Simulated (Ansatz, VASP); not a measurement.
# Two plane-wave programs on AlN

```
Al N
1.0
     3.34110    0.00000    0.00000
    -1.67055    2.89348    0.00000
     0.00000    0.00000    4.34700
Al N
2 2
Direct
  0.33333 0.66667 0.75000
  0.66667 0.33333 0.25000
  0.33333 0.66667 0.25000
  0.66667 0.33333 0.75000
```

Alike in both runs: task single point; functional PBEsol; k mesh 9 × 9 × 6; occupations gaussian, width 0.05 eV; no spin polarisation.

|  | VASP | Ansatz |
| --- | --- | --- |
| version | VASP 6.6.1 | Ansatz 0.2.0 |
| potentials or method | VASP PAW PBE potentials, release 64 (Al, N), cutoff 520 eV | scalar-relativistic, plane waves, PAW |
| valence electrons in the cell | 16 | 16 |

Ansatz gave:

| Quantity | Value |
| --- | --- |
| gap on the k mesh at the Fermi level (eV) | 2.69 |
| least direct gap on the mesh (eV) | 2.69 |
| pressure (GPa) | -12.5 |
| traceless stress, the component that is largest in VASP (GPa) | -1.36 |

Task: Which values does VASP return?

Result: gap on the k mesh at the Fermi level (eV): 2.70; least direct gap on the mesh (eV): 2.70; pressure (GPa): -12.5; traceless stress, the component that is largest in VASP (GPa): -1.39.

VASP's potentials were made for PBE, not for PBEsol, and Ansatz warns of the same on its side. The functional is the same, so the differences come from potentials, cutoffs and numerics.
